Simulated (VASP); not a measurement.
Wanted: the native input for a VASP 6.6.1 run.

```yaml
Task: single point
Functional: PBE
Potentials_or_basis: VASP PAW PBE potentials, release 64 (Zr_sv, B)
Cutoff: 520 eV
k_mesh: 8 × 8 × 8
Occupations: gaussian, width 0.05 eV
Spin: no spin polarisation
Dipole_correction: no
Further_INCAR_settings: ALGO = Normal; EDIFF = 1e-06; NBANDS = 16
```

The structure of ZrB2 lies in POSCAR:

```
ZrB2
1.0
    3.1632195451      0.0000000000      0.0000000000
   -1.5816097725      2.7394284838      0.0000000000
    0.0000000000      0.0000000000      3.5239748476
Zr B
1 2
Direct
    0.0000000000      0.0000000000      0.0000000000
    0.3333333333      0.6666666667      0.5000000000
    0.6666666667      0.3333333333      0.5000000000
```

These files were run (other wordings do the same):

INCAR

```
ALGO = Normal
EDIFF = 1E-6
ENCUT = 520
GGA = PE
ISIF = 2
ISMEAR = 0
LASPH = True
LCHARG = True
LELF = True
LREAL = False
LVHAR = True
LWAVE = False
NBANDS = 16
NELM = 80
PREC = Accurate
SIGMA = 0.05
```

KPOINTS

```
k-points
0
Gamma
  8 8 8
```

Potentials or basis: VASP PAW PBE potentials, release 64 (Zr_sv, B).

Launch:

```bash
$ cat potpaw_PBE.64/Zr_sv/POTCAR potpaw_PBE.64/B/POTCAR > POTCAR
$ mpirun -np 1 vasp_std > vasp.out
```

Results of the run:

| Quantity | Value |
| --- | --- |
| Pressure | 2.6 GPa |
| Band gap on the k mesh | zero (band 9 reaches 11.18 eV, above the bottom of band 10 at 10.55 eV) |

Run time: 15 s on 1 thread of AMD EPYC 9R45 96-Core Processor (Zen 5), on a shared host, peak memory 0.12 GiB.
